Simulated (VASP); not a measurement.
The system is C.

```xyz
8
Lattice="2.5221 0.0000 0.0000 -1.2611 2.1842 0.0000 0.0000 0.0000 8.2371" Properties=species:S:1:pos:R:3 pbc="T T T"
C     0.0000    0.0000    0.7722
C     0.0000    0.0000    4.8908
C     0.0000    0.0000    3.3463
C     0.0000    0.0000    7.4649
C     0.0000    1.4561    1.2870
C     1.2611    0.7281    5.4056
C     0.0000    1.4561    2.8315
C     1.2611    0.7281    6.9501
```

```yaml
Program: VASP 6.6.1
Task: relaxation of cell and atoms
Functional: PBE
Potentials_or_basis: VASP PAW PBE potentials, release 64 (C)
Cutoff: 600 eV
k_mesh: 12 × 12 × 4
Occupations: gaussian, width 0.02 eV
Spin: no spin polarisation
```

At the start: pressure 2.3 GPa; volume 5.67 Å³/atom.

Q: Where does the relaxation end?

A: Over 6 steps the energy falls by 2.6 meV/atom and the volume is 5.70 Å³/atom (+0.5 %); space group P6_3/mmc (No. 194, to 0.1 Å) before and after.

Step by step:
| step | energy change (eV) | largest force (eV/Å) | pressure (GPa) | volume (Å³) |
| --- | --- | --- | --- | --- |
| 1 | 0.0000 | 0.3284 | 2.25 | 45.38 |
| 2 | 0.0130 | 0.4683 | -2.49 | 45.90 |
| 3 | -0.0204 | 0.0443 | 0.01 | 45.60 |
| 4 | -0.0204 | 0.0371 | 0.05 | 45.60 |
| 5 | -0.0204 | 0.0402 | -0.06 | 45.61 |
| 6 | -0.0206 | 0.0041 | -0.01 | 45.60 |

Final structure:
```
C
1.0
     2.51813    0.00000    0.00000
    -1.25906    2.18076    0.00000
     0.00000    0.00000    8.30413
C
8
Direct
  0.00000 0.00000 0.09298
  0.00000 0.00000 0.59298
  0.00000 0.00000 0.40702
  0.00000 0.00000 0.90702
  0.33333 0.66667 0.15555
  0.66667 0.33333 0.65555
  0.33333 0.66667 0.34445
  0.66667 0.33333 0.84445
```
